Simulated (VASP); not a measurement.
# Pb (P6/mmm) in VASP: notebook

Runs on Pb. Level: PBE. Tasks: single point.

Everything below comes from runs of VASP 6.6.1. Logs are shortened: lines on timing, memory, paths and dates and some standing lists are left out, and cuts for length are marked.

## (1) The cell of the first run

It takes space group P6/mmm (No. 191, hexagonal). The conventional cell has a = 3.087 Å, b = 3.087 Å, c = 2.906 Å, α = 90.00°, β = 90.00°, γ = 120.00°. Pb (site symmetry 6/mmm) has 8 Pb at 2.91 to 3.09 Å within 3.8 Å.

This isn't the form of Pb at room conditions, which is fcc.

## (2) Single point, PBE (Si replaced by Pb, lengths x 1.189, strained)

INCAR

```
SYSTEM = Pb
  PREC = Accurate
  ENCUT = 500
  EDIFF = 1E-6
  ISMEAR = 0
  SIGMA = 0.1
  LREAL = .False.
  LASPH = .True.
  NELM = 120
  ALGO = Normal
  ISIF = 2
  LWAVE = .False.
  LCHARG = .False.
  GGA = PE
  NBANDS = 13
  GGA_COMPAT = .False.
```

KPOINTS

```
regular mesh
0
Gamma
  6 6 6
  0 0 0
```

POSCAR

```
Pb
1.0
    3.0871524190      0.0000000000      0.0000000000
   -1.5435762096      2.6735524202      0.0000000000
    0.0000000000      0.0000000000      2.9055094532
Pb
1
Direct
    0.0000000000      0.0000000000      0.0000000000
```

Potentials or basis: VASP PAW PBE potentials, release 64 (Pb_d).

Run with:

```sh
$ cat potpaw_PBE.64/Pb_d/POTCAR > POTCAR
$ mpirun -np 1 vasp_std > vasp.out
```

OUTCAR:

```text
SYSTEM = Pb
   PREC = Accurate
   ENCUT = 500
   EDIFF = 1E-6
   ISMEAR = 0
   LREAL = .False.
   LASPH = .True.
   NELM = 120
   ISIF = 2
   GGA = PE

 ion  position               nearest neighbor table
   1  0.000  0.000  0.000-

  LATTYP: Found a hexagonal cell.
 ALAT       =     3.0871524190
 C/A-ratio  =     0.9411616464

  Lattice vectors:

 A1 = (   3.0871524190,   0.0000000000,   0.0000000000)
 A2 = (  -1.5435762096,   2.6735524202,   0.0000000000)
 A3 = (   0.0000000000,   0.0000000000,   2.9055094532)

Analysis of symmetry for initial positions (statically):
=====================================================================
 Subroutine PRICEL returns:
 Original cell was already a primitive cell.

 Routine SETGRP: Setting up the symmetry group for a
 hexagonal supercell.

 Subroutine GETGRP returns: Found 24 space group operations
 (whereof 24 operations were pure point group operations)
 out of a pool of 24 trial point group operations.

The static configuration has the point symmetry D_6h.

Analysis of symmetry for dynamics (positions and initial velocities):
=====================================================================
 Subroutine PRICEL returns:
 Original cell was already a primitive cell.

 Routine SETGRP: Setting up the symmetry group for a
 hexagonal supercell.

 Subroutine GETGRP returns: Found 24 space group operations
 (whereof 24 operations were pure point group operations)
 out of a pool of 24 trial point group operations.

The dynamic configuration has the point symmetry D_6h.

 Subroutine INISYM returns: Found 24 space group operations
 (whereof 24 operations are pure point group operations),
 and found     1 'primitive' translations

----------------------------------------------------------------------------------------

                                     Primitive cell

  volume of cell :      23.9811

  direct lattice vectors                    reciprocal lattice vectors
     3.087152419  0.000000000  0.000000000     0.323923106  0.187017092  0.000000000
    -1.543576210  2.673552420  0.000000000     0.000000000  0.374034185  0.000000000
     0.000000000  0.000000000  2.905509453     0.000000000  0.000000000  0.344173721

  length of vectors
     3.087152419  3.087152419  2.905509453     0.374034185  0.374034185  0.344173721

  position of ions in fractional coordinates (direct lattice)
     0.000000000  0.000000000  0.000000000

  ion indices of the primitive-cell ions
   primitive index   ion index
                 1           1

----------------------------------------------------------------------------------------

 KPOINTS: regular mesh

Automatic generation of k-mesh.
 Grid dimensions read from file:
 generate k-points for:    6    6    6

 Generating k-lattice:

  Cartesian coordinates                     Fractional coordinates (reciprocal lattice)
     0.053987184  0.031169515  0.000000000     0.166666667  0.000000000  0.000000000
     0.000000000  0.062339031  0.000000000     0.000000000  0.166666667  0.000000000
     0.000000000  0.000000000  0.057362287     0.000000000  0.000000000  0.166666667

  Length of vectors
     0.062339031  0.062339031  0.057362287

  Shift w.r.t. Gamma in fractional coordinates (k-lattice)
     0.000000000  0.000000000  0.000000000

 Subroutine IBZKPT returns following result:
 ===========================================

 Found     28 irreducible k-points:

 Following reciprocal coordinates:
            Coordinates               Weight
  0.000000  0.000000  0.000000      1.000000
  0.166667  0.000000  0.000000      6.000000
  0.333333  0.000000  0.000000      6.000000
  0.500000  0.000000  0.000000      3.000000
  0.166667  0.166667  0.000000      6.000000
  0.333333  0.166667  0.000000     12.000000
[... 16 lines left out ...]
  0.166667  0.000000  0.500000      6.000000
  0.333333  0.000000  0.500000      6.000000
 [... further k-points ...]
   k-points           NKPTS =     28   k-points in BZ     NKDIM =     28   number of bands    NBANDS=     13
   number of dos      NEDOS =    301   number of ions     NIONS =      1
   total plane-waves  NPLWV =  13824
   dimension x,y,z NGX =    24 NGY =   24 NGZ =   24
   dimension x,y,z NGXF=    48 NGYF=   48 NGZF=   48
   ions per type =               1
   NGX,Y,Z   is equivalent  to a cutoff of  12.92, 12.92, 13.73 a.u.
   NGXF,Y,Z  is equivalent  to a cutoff of  25.85, 25.85, 27.46 a.u.
 SYSTEM =  Pb
   PREC   = accura    normal or accurate (medium, high low for compatibility)
   ISTART =      0    job   : 0-new  1-cont  2-samecut
   ICHARG =      2    charge: 1-file 2-atom 10-const
   ISPIN  =      1    spin polarized calculation?
   LNONCOLLINEAR =      F non collinear calculations
   LSORBIT =      F    spin-orbit coupling
   LASPH  =      T    aspherical Exc in radial PAW
   ENCUT  =  500.0 eV  36.75 Ry    6.06 a.u.   5.63  5.63  5.30*2*pi/ulx,y,z
   NELM   =    120;   NELMIN=  2; NELMDL= -5     # of ELM steps
   EDIFF  = 0.1E-05   stopping-criterion for ELM
   LREAL  =      F    real-space projection
   EDIFFG = 0.1E-04   stopping-criterion for IOM
   NSW    =      0    number of steps for IOM
   IBRION =     -1    ionic relax: 0-MD 1-quasi-New 2-CG
   NFREE  =      0    steps in history (QN), initial steepest desc. (CG)
   ISIF   =      2    stress and relaxation
   ISYM   =      2    0-nonsym 1-usesym 2-fastsym
   POTIM  = 0.5000    time-step for ionic-motion
   TEBEG  =    0.0;   TEEND  =   0.0 temperature during run
   PSTRESS=    0.0 pullay stress
   NELECT =      14.0000    total number of electrons
   NUPDOWN=      -1.0000    fix difference up-down
   EMIN   =  10.00;   EMAX   =-10.00  energy-range for DOS
   EFERMI =   0.00;   METHOD = LEGACY
   ISMEAR =     0;   SIGMA  =   0.10  broadening in eV -4-tet -1-fermi 0-gaus
   EFERMI_NEDOS =   21; number of points for ismear=-14 and -15
   IALGO  =     38    algorithm
   IMIX   =      4    mixing-type and parameters
     AMIX     =   0.40;   BMIX     =  1.00
     AMIX_MAG =   1.60;   BMIX_MAG =  1.00
  volume/ion in A,a.u.               =      23.98       161.83
  Fermi-wavevector in a.u.,A,eV,Ry     =   1.368236  2.585592 25.471072  1.872071
  Thomas-Fermi vector in A             =   2.494218
   LORBIT       =      0    0 simple, 1 ext, 2 COOP (PROOUT), +10 PAW based schemes
   GGA     = PE    functional components
   LHFCALC =     F    Hartree Fock is set to
   AEXX    =    0.0000 exact exchange contribution
   IVDW    =     0    specifies the selected vdW correction
   LEPSILON=     F    determine dielectric tensor
   LRPA    =     F    only Hartree local field effects (RPA)
 non-spin polarized calculation
 Gauss-broadening in eV      SIGMA  =   0.10
  energy-cutoff  :      500.00
  volume of cell :       23.98
 maximum number of plane-waves:       624
 NGX is ok and might be reduce to    24
   NGX = 11   NGY = 11   NGZ = 11

 number of electron      13.9999999 magnetization

 Free energy of the ion-electron system (eV)
  ---------------------------------------------------
  ext. energy  EPLUGINS =         0.00000000
  ---------------------------------------------------
  free energy    TOTEN  =        -2.92727590 eV

  energy without entropy =       -2.92273218  energy(sigma->0) =       -2.92500404

 E-fermi :  10.6081     XC(G=0): -11.3067

 val. band max:       10.5750333908   @ k =   0.1667   0.1667   0.0000
 cond. band min:      10.6093780987   @ k =   0.3333   0.0000   0.3333
 fundamental gap:      0.0343447080
 Fermi energy:        10.6081461348

 k-point     1 :       0.0000    0.0000    0.0000
  band No.  band energies     occupation
      1      -7.9228      2.00000
      2      -7.2545      2.00000
      3      -7.2545      2.00000
      4      -6.6323      2.00000
      5      -6.6323      2.00000
      6      -3.5545      2.00000
      7      16.0574      0.00000
      8      18.5653      0.00000
      9      18.5653      0.00000
     10      20.2585      0.00000
     11      20.7370      0.00000
     12      23.9583      0.00000
     13      24.3509      0.00000

 k-point     2 :       0.1667    0.0000    0.0000
  band No.  band energies     occupation
      1      -7.8487      2.00000
      2      -7.3027      2.00000
      3      -7.0879      2.00000
      4      -6.7124      2.00000
      5      -6.6506      2.00000
      6      -2.8864      2.00000
      7      14.0135      0.00000
      8      16.8683      0.00000
      9      16.9014      0.00000
     10      19.5031      0.00000
     11      21.0077      0.00000
     12      25.8467      0.00000
     13      26.4512      0.00000

 k-point     3 :       0.3333    0.0000    0.0000
  band No.  band energies     occupation
      1      -7.7652      2.00000
      2      -7.3707      2.00000
      3      -6.8678      2.00000
      4      -6.7374      2.00000
      5      -6.6870      2.00000
      6      -0.8393      2.00000
      7       8.2660      2.00000
      8      14.7457      0.00000
      9      18.8546      0.00000
     10      19.0046      0.00000
     11      21.4176      0.00000
     12      27.7476      0.00000
     13      28.1799      0.00000

 k-point     4 :       0.5000    0.0000    0.0000
  band No.  band energies     occupation
      1      -7.7674      2.00000
      2      -7.3735      2.00000
      3      -6.9434      2.00000
      4      -6.7051      2.00000
      5      -6.5526      2.00000
      6       1.5497      2.00000
      7       4.5832      2.00000
      8      13.8864      0.00000
      9      18.6433      0.00000
     10      20.7649      0.00000
     11      21.7421      0.00000
     12      26.2018      0.00000
     13      26.4006      0.00000

 k-point     5 :       0.1667    0.1667    0.0000
  band No.  band energies     occupation
      1      -7.7457      2.00000
      2      -7.3292      2.00000
      3      -6.8950      2.00000
      4      -6.8147      2.00000
      5      -6.6931      2.00000
      6      -1.5187      2.00000
      7      10.5750      1.36042
      8      12.9740      0.00000
      9      18.3735      0.00000
     10      21.2903      0.00000
     11      22.2732      0.00000
     12      24.8314      0.00000
     13      29.2128      0.00000
[... 257 lines left out ...]
 k-point    22 :       0.0000    0.0000    0.5000
  band No.  band energies     occupation
      1      -7.1932      2.00000
      2      -7.1932      2.00000
      3      -7.1000      2.00000
      4      -7.0097      2.00000
      5      -7.0097      2.00000
      6       0.5116      2.00000
      7       4.2393      2.00000
      8      22.5055      0.00000
      9      22.7409      0.00000
     10      22.9610      0.00000
     11      22.9610      0.00000
     12      24.8252      0.00000
     13      24.8252      0.00000

 k-point    23 :       0.1667    0.0000    0.5000
  band No.  band energies     occupation
      1      -7.2637      2.00000
      2      -7.1480      2.00000
      3      -7.0373      2.00000
      4      -7.0330      2.00000
      5      -6.8959      2.00000
      6       1.0570      2.00000
      7       4.9498      2.00000
      8      17.8748      0.00000
      9      20.2907      0.00000
     10      20.8623      0.00000
     11      22.2582      0.00000
     12      22.6792      0.00000
     13      24.4158      0.00000

 k-point    24 :       0.3333    0.0000    0.5000
  band No.  band energies     occupation
      1      -7.4200      2.00000
      2      -7.4027      2.00000
      3      -7.0919      2.00000
      4      -6.6974      2.00000
      5      -6.4901      2.00000
      6       2.8662      2.00000
      7       6.7516      2.00000
      8      11.6681      0.00000
      9      16.1543      0.00000
     10      18.2572      0.00000
     11      20.5228      0.00000
     12      22.8841      0.00000
     13      23.8892      0.00000

 [... further k-points ...]

------------------------ aborting loop because EDIFF is reached ----------------------------------------

  FORCE on cell =-STRESS in cart. coord.  units (eV):
  Direction    XX          YY          ZZ          XY          YZ          ZX
  --------------------------------------------------------------------------------------
  -------------------------------------------------------------------------------------
  Total        3.5028243      3.5028243      4.9698485     -0.0000000     -0.0000000      0.0000000
  in kB      234.0237120    234.0237120    332.0356074     -0.0000000     -0.0000000      0.0000000
  external PRESSURE =     266.6943438 kB  Pullay stress =       0.0000000 kB

 VOLUME and BASIS-vectors are now :
 -----------------------------------------------------------------------------
  energy-cutoff  :      500.00
  volume of cell :       23.98
      direct lattice vectors                 reciprocal lattice vectors
     3.087152419  0.000000000  0.000000000     0.323923106  0.187017092  0.000000000
    -1.543576210  2.673552420  0.000000000     0.000000000  0.374034185  0.000000000
     0.000000000  0.000000000  2.905509453     0.000000000  0.000000000  0.344173721

 POSITION                                       TOTAL-FORCE (eV/Angst)
 -----------------------------------------------------------------------------------
      0.00000      0.00000      0.00000         0.000000      0.000000      0.000000
 -----------------------------------------------------------------------------------
    total drift:                                0.000000      0.000000      0.000000

  FREE ENERGIE OF THE ION-ELECTRON SYSTEM (eV)
  ---------------------------------------------------
  free  energy   TOTEN  =        -2.9272758972 eV

  energy  without entropy=       -2.9227321808  energy(sigma->0) =       -2.92500404
```

It took 3.1 s on 1 thread of Intel Xeon 6975P-C (Granite Rapids), shared host; peak memory 0.13 GiB.

Results:

```yaml
Free_energy: -2.9273 eV
Pressure: 26.7 GPa
Band_gap_on_the_k_mesh: zero (bands 7 and 8 overlap by 9.02 eV)
```

Stress tensor (GPa, compression positive):
```
23.40  0.00  0.00
 0.00 23.40  0.00
 0.00  0.00 33.20
```

Caveat: the k points lie up to 0.39 Å⁻¹ apart, too coarse for converged energies and pressures of a metal; the cell differs from its parent crystal (Si replaced by Pb, lengths x 1.189, strained); spin-orbit coupling is left out, which moves the levels of the heavy elements.

## (3) Single point, PBE (Si replaced by Pb, lengths x 1.189, strained)

INCAR

```
PREC = Accurate
ENCUT = 500
EDIFF = 1E-6
ISMEAR = 0
SIGMA = 0.1
LREAL = False
LASPH = True
NELM = 120
ALGO = Normal
ISIF = 2
LWAVE = False
LCHARG = True
GGA = PE
LELF = True
LVHAR = True
NBANDS = 13
GGA_COMPAT = False
```

KPOINTS

```
regular mesh
0
Gamma
  15 15 14
```

POSCAR is that of step 2.

Potentials or basis: VASP PAW PBE potentials, release 64 (Pb_d).

Run with:

```sh
$ cat potpaw_PBE.64/Pb_d/POTCAR > POTCAR
$ mpirun -np 1 vasp_std > vasp.out
```

Run time: 20 s. Hardware: 1 thread of Intel Xeon 6975P-C (Granite Rapids), shared host; peak memory 0.18 GiB.

The run converged. Its results:

```yaml
Free_energy: -2.9045 eV
Pressure: 26.5 GPa
Band_gap_on_the_k_mesh: zero (bands 7 and 8 overlap by 9.16 eV)
```

Stress tensor (GPa, compression positive):
```
26.00  0.00  0.00
 0.00 26.00  0.00
 0.00  0.00 27.50
```

Levels at points of the mesh, in eV from the Fermi level:
```csv
k point,band 5,band 6,band 7,band 8,band 9,band 10
"(0.00, 0.00, 0.00)",-16.95,-13.87,5.74,8.26,8.26,9.93
"(0.00, 0.00, 0.50)",-17.32,-9.81,-6.06,12.17,12.46,12.63
```

Caveat: the cell differs from its parent crystal (Si replaced by Pb, lengths x 1.189, strained); the cell stands under pressure; spin-orbit coupling is left out, which moves the levels of the heavy elements.
